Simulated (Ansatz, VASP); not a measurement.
**AlRu in VASP and in Ansatz**

POSCAR

```
AlRu
1.0
    2.9916000000      0.0000000000      0.0000000000
    0.0000000000      2.9916000000      0.0000000000
    0.0000000000      0.0000000000      2.9616840000
Al Ru
1 1
Direct
    0.0000000000      0.0000000000      0.0000000000
    0.5000000000      0.5000000000      0.5000000000
```

The input INCAR.step1:

```
ALGO = Normal
EDIFF = 1E-4
ENCUT = 520
GGA = PE
ISMEAR = 0
LASPH = True
LCHARG = False
LREAL = False
LWAVE = True
NBANDS = 16
NELM = 100
PREC = Accurate
SIGMA = 0.15
```

INCAR.step2

```
ALGO = Normal
EDIFF = 1E-6
ENCUT = 520
ISIF = 2
ISMEAR = 0
ISTART = 1
LASPH = True
LCHARG = False
LMIXTAU = True
LREAL = False
LWAVE = False
METAGGA = R2SCAN
NBANDS = 16
NELM = 100
PREC = Accurate
SIGMA = 0.15
```

Contents of KPOINTS:

```
k-points
0
Gamma
  16 16 16
```

Input for Ansatz:

```yaml
crystal:
  lattice:
    - [2.9916, 0.0, 0.0]
    - [0.0, 2.9916, 0.0]
    - [0.0, 0.0, 2.961684]
  atoms:
    - { symbol: Al, position: [0.0, 0.0, 0.0] }
    - { symbol: Ru, position: [0.5, 0.5, 0.5] }
basis:
  ecutwfc: 500
kpoints:
  mp_grid: { grid: [16, 16, 16] }
hamiltonian:
  xc: r2scan
scf:
  occupations: { method: gaussian, width: 0.15 }
output:
  forces: true
  stress: true
  eigenvalues: true
```

Change from the starting cell: strain -0.0100 x Voigt [0, 0, 1, 0, 0, 0], atoms carried along.

Alike in both runs: task single point; functional r2SCAN; k mesh 16 × 16 × 16; occupations gaussian, width 0.15 eV; no spin polarisation.

|  | VASP | Ansatz |
| --- | --- | --- |
| version | VASP 6.6.1 | Ansatz 0.2.0 |
| potentials or method | VASP PAW PBE potentials, release 64 (Al, Ru_pv), cutoff 520 eV | scalar-relativistic, plane waves, PAW |
| valence electrons in the cell | 17 | 19 |

```csv
,VASP,Ansatz,Ansatz less VASP
gap on the k mesh at the Fermi level (eV),none,none,-
pressure (GPa),0.4,0.2,-0.14
"traceless stress, the component that is largest in VASP (GPa)",1.27,1.27,-0.003
```

VASP's potentials were made for PBE, not for r2SCAN. A gap of «none» marks a metal or a gap that the smearing closes. VASP's potentials hold 17 valence electrons a cell and Ansatz's 19, so a difference there can come from the potentials and not from the codes.
